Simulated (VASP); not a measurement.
Set up this calculation in VASP 6.6.1, as the native input.

```
Task                   : electric field gradients
Functional             : LDA
Potentials or basis    : VASP PAW LDA potentials, release 64 (Ga_d)
Cutoff                 : 520 eV
k mesh                 : 11 × 11 × 6
Occupations            : tetrahedron
Spin                   : no spin polarisation
Dipole correction      : no
Further INCAR settings : ALGO = Normal; EDIFF = 1e-08; NBANDS = 20
```

The structure of Ga lies in POSCAR:

```
Ga
1.0
    3.0031658500      0.0000000000      0.0000000000
   -1.5015829250      2.6008179178      0.0000000000
    0.0000000000      0.0000000000      4.8651286769
Ga
2
Direct
    0.3333333333      0.6666666667      0.2500000000
    0.6666666667      0.3333333333      0.7500000000
```

One way to write it, as run:

INCAR

```
SYSTEM = Ga
  PREC = Accurate
  ENCUT = 520
  EDIFF = 1E-8
  ISMEAR = -5
  SIGMA = 0.1
  LREAL = .FALSE.
  LASPH = .TRUE.
  NELM = 80
  ALGO = Normal
  ISIF = 2
  LWAVE = .FALSE.
  LCHARG = .FALSE.
  LEFG = .TRUE.
  NBANDS = 20
```

KPOINTS

```
Automatic mesh
0
G
  11 11 6
  0 0 0
```

Potentials or basis: VASP PAW LDA potentials, release 64 (Ga_d).

The run is started by

```console
$ cat potpaw_LDA.64/Ga_d/POTCAR > POTCAR
$ mpirun -np 1 vasp_std > vasp.out
```

Results of the run:

```yaml
Pressure: -4.3 GPa
Band_gap_on_the_k_mesh: zero (band 13 reaches 9.48 eV, above the bottom of band 14 at 2.30 eV)
```

Caveat: without QUAD_EFG the Cq values of the log hold for a quadrupole moment of 1 mb, not for the nuclei; tetrahedron occupations give inexact forces and stress in metals.

It took 26 s on 1 thread of AMD EPYC 9R45 96-Core Processor (Zen 5), on a shared host, peak memory 0.13 GiB.
